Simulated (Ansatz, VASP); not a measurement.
**One calculation of H, two programs**

The input INCAR:

```
SYSTEM = H
PREC = Accurate ; ENCUT = 520
EDIFF = 1E-6 ; ISMEAR = 0
SIGMA = 0.05 ; LREAL = .False.
LASPH = .True. ; NELM = 60
ALGO = Normal ; ISIF = 2
LWAVE = .False. ; LCHARG = .False.
GGA = PS ; NBANDS = 10
```

File KPOINTS:

```
regular mesh
0
Gamma
  6 6 6
  0 0 0
```

File POSCAR:

```
H
1.0
    2.6628336006     -2.6054083891      0.0000000000
    2.6628336006      2.6054083891      0.0000000000
    0.0000000000      0.0000000000      4.1418180000
H
4
Direct
    0.9532956300      0.0467043700      0.0685088900
    0.4532956300      0.5467043700      0.4314911100
    0.5467043700      0.4532956300      0.5685088900
    0.0467043700      0.9532956300      0.9314911100
```

Input for Ansatz:

```yaml
crystal:
  lattice:
    - [2.6628336006, -2.6054083891, 0.0]
    - [2.6628336006, 2.6054083891, 0.0]
    - [0.0, 0.0, 4.141818]
  atoms:
    - { symbol: H, position: [0.95329563, 0.04670437, 0.06850889] }
    - { symbol: H, position: [0.45329563, 0.54670437, 0.43149111] }
    - { symbol: H, position: [0.54670437, 0.45329563, 0.56850889] }
    - { symbol: H, position: [0.04670437, 0.95329563, 0.93149111] }
basis:
  ecutwfc: 420
kpoints:
  mp_grid: { grid: [6, 6, 6] }
hamiltonian:
  xc: pbesol
scf:
  occupations: { method: gaussian, width: 0.05 }
output:
  forces: true
  stress: true
  eigenvalues: true
```

Change from the starting cell: strain +0.015 along x and y, +0.000 along z, atoms carried along.

Alike in both runs: task single point; functional PBEsol; k mesh 6 × 6 × 6; occupations gaussian, width 0.05 eV; no spin polarisation.

|  | VASP | Ansatz |
| --- | --- | --- |
| version | VASP 6.6.1 | Ansatz 0.2.0 |
| potentials or method | VASP PAW PBE potentials, release 64 (H), cutoff 520 eV | scalar-relativistic, plane waves, PAW |
| valence electrons in the cell | 4 | 4 |

|  | VASP | Ansatz | Ansatz less VASP |
| --- | --- | --- | --- |
| gap on the k mesh at the Fermi level (eV) | 9.14 | 9.14 | +0.003 |
| least direct gap on the mesh (eV) | 9.74 | 9.74 | +0.003 |
| pressure (GPa) | 0.4 | 0.6 | +0.15 |
| traceless stress, the component that is largest in VASP (GPa) | -0.53 | -0.54 | -0.008 |
| rms of the force components (eV/Å) | 0.234 | 0.233 | -0.0011 |

VASP's potentials were made for PBE, not for PBEsol. Atom by atom the forces differ by 0.001 eV/Å (rms over components). With one functional, cell and mesh, what is left measures potentials, basis and numerics.
